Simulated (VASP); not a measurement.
Crystal: KTaO3.

```
K Ta O
1.0
     3.95023    0.00000    0.00000
     0.00000    3.95023    0.00000
     0.00000    0.00000    3.95023
K Ta O
1 1 3
Direct
  0.00000 0.00000 0.00000
  0.50000 0.50000 0.50000
  0.50000 0.50000 0.00000
  0.50000 0.00000 0.50000
  0.00000 0.50000 0.50000
```

This cell differs from its parent crystal: strain -1.0%.

Base run:

* Program: VASP 6.6.1
* Functional: r2SCAN
* Potentials or basis: VASP PAW PBE potentials, release 64 (K_sv, Ta_pv, O)
* Cutoff: 520 eV
* k mesh: 6 × 6 × 6
* Occupations: gaussian, width 0.01 eV
* Spin: no spin polarisation

Its results: band gap on the k mesh 2.67 eV, indirect (least direct gap 3.31 eV); pressure 7.8 GPa.

Task: The run is repeated on the same cell with these changes: potentials or basis from VASP PAW PBE potentials, release 64 (K_sv, Ta_pv, O) to VASP PAW PBE potentials, release 64 (K_sv, Ta_sv_GW, O); cutoff from 520 eV to 660 eV; further incar settings from ALGO = Normal; EDIFF = 1e-06; NBANDS = 27 to ALGO = Normal; EDIFF = 1e-06; NBANDS = 28; valence electrons from 38 to 40. What comes out?

Result: Band gap on the k mesh 2.69 eV, indirect (least direct gap 3.33 eV); pressure 6.8 GPa.

Caveats: the PAW data sets were made with another functional, which shifts forces and pressure a little; spin-orbit coupling is left out, which moves the levels of the heavy elements.

A k mesh can miss the band edges.
